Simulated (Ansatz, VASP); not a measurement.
**One calculation of Mg, two programs**

```xyz
2
Lattice="3.3055 0.0000 0.0000 -1.6528 2.8627 0.0000 0.0000 0.0000 5.2103" Properties=species:S:1:pos:R:3 pbc="T T T"
Mg    0.0000    1.9085    1.3026
Mg    1.6528    0.9542    3.9077
```

Change from the starting cell: equal xx and yy strain of +3 %.

Alike in both runs: task single point; functional PBE; k mesh 12 × 12 × 7; occupations fermi-dirac, width 0.08 eV; no spin polarisation.

|  | VASP | Ansatz |
| --- | --- | --- |
| version | VASP 6.6.1 | Ansatz 0.2.0 |
| potentials or method | VASP PAW PBE potentials, release 64 (Mg), cutoff 520 eV | all-electron LAPW, scalar-relativistic |

```csv
,VASP,Ansatz,Ansatz less VASP
pressure (GPa),-2.3,-2.2,+0.11
"traceless stress, the component that is largest in VASP (GPa)",0.42,0.42,+0.003
```

Ansatz ran all-electron here, and VASP with PAW potentials.
